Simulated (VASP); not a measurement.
TePb, 4 atoms in the cell. The structure is hexagonal, space group P6_3/mmc (No. 194). The conventional cell has a = 4.544 Å, b = 4.544 Å, c = 7.926 Å, α = 90.00°, β = 90.00°, γ = 120.00°. Pb (site symmetry -3m) has 6 Te at 3.29 Å and 2 Pb at 3.96 Å within 4.3 Å. Within 4.3 Å of Te (site symmetry -6m2) lie 6 Pb at 3.29 Å. 

| Property | Result |
| --- | --- |
| Program | VASP 6.6.1 |
| Task | single point |
| Functional | PBEsol |
| Potentials or basis | VASP PAW PBE potentials, release 64 (Pb_d, Te) |
| Cutoff | 520 eV |
| k mesh | 6 × 6 × 2 |
| Occupations | fermi-dirac, width 0.02 eV |
| Spin | no spin polarisation |
| Dipole correction | no |
| Further INCAR settings | ALGO = Normal; EDIFF = 1e-06; NBANDS = 28 |

Potentials or basis: VASP PAW PBE potentials, release 64 (Pb_d, Te).

Run with:

```bash
$ cat potpaw_PBE.64/Pb_d/POTCAR potpaw_PBE.64/Te/POTCAR > POTCAR
$ mpirun -np 1 vasp_std > vasp.out
```

Hardware: 1 thread of Intel(R) Xeon(R) Platinum 8259CL CPU @ 2.50GHz (Skylake/Cascade Lake), with other jobs on the host.

Q: How long does it take, and how much memory?

A: Run time: 46 s on 1 thread of Intel(R) Xeon(R) Platinum 8259CL CPU @ 2.50GHz (Skylake/Cascade Lake), with other jobs on the host, peak memory 0.28 GiB. Counts: scf iterations 14, k points 14.
